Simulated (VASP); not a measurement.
Wanted: the native input for a VASP 6.6.1 run.

- Task: single point
- Functional: PBEsol
- Potentials or basis: VASP PAW PBE potentials, release 64 (Zn)
- Cutoff: 520 eV
- k mesh: 8 × 8 × 8
- Occupations: gaussian, width 0.1 eV
- Spin: no spin polarisation
- Dipole correction: no
- Further INCAR settings: ALGO = Normal; EDIFF = 1e-06; NBANDS = 12

The structure of Zn lies in POSCAR:

```
Zn
1.0
    2.5136999002      0.0000000000      0.0000000000
    0.0000000000      2.5136999002      0.0000000000
    0.0000000000      0.0000000000      2.5136999002
Zn
1
Direct
    0.0000000000      0.0000000000      0.0000000000
```

This isn't the form of Zn at room conditions, which is hcp.

These files were run (other wordings do the same):

INCAR

```
PREC     = Accurate       # precision mode
ENCUT    = 520            # plane-wave cutoff, eV
EDIFF    = 1E-6           # SCF threshold, eV
ISMEAR   = 0              # smearing method
SIGMA    = 0.1            # smearing width, eV
LREAL    = F              # projectors in reciprocal space
LASPH    = T              # aspherical terms in the spheres
NELM     = 80             # most SCF steps
ALGO     = Normal         # electronic algorithm
ISIF     = 2              # what is computed and relaxed
LWAVE    = F              # write WAVECAR
LCHARG   = F              # write CHGCAR
GGA      = PS             # functional
NBANDS   = 12             # bands
```

KPOINTS

```
regular mesh
0
Gamma
  8 8 8
```

Potentials or basis: VASP PAW PBE potentials, release 64 (Zn).

Launch:

```sh
$ cat potpaw_PBE.64/Zn/POTCAR > POTCAR
$ mpirun -np 1 vasp_std > vasp.out
```

Results of the run:

* Pressure: 5.6 GPa
* Band gap on the k mesh: zero (bands 6 and 7 overlap by 8.82 eV)

Caveat: the cell stands under pressure; the PAW data sets were made with another functional, which shifts forces and pressure a little.

Run time: 4.6 s on 1 thread of Intel(R) Xeon(R) Platinum 8259CL CPU @ 2.50GHz (Skylake/Cascade Lake), with other jobs on the host, peak memory 0.13 GiB.
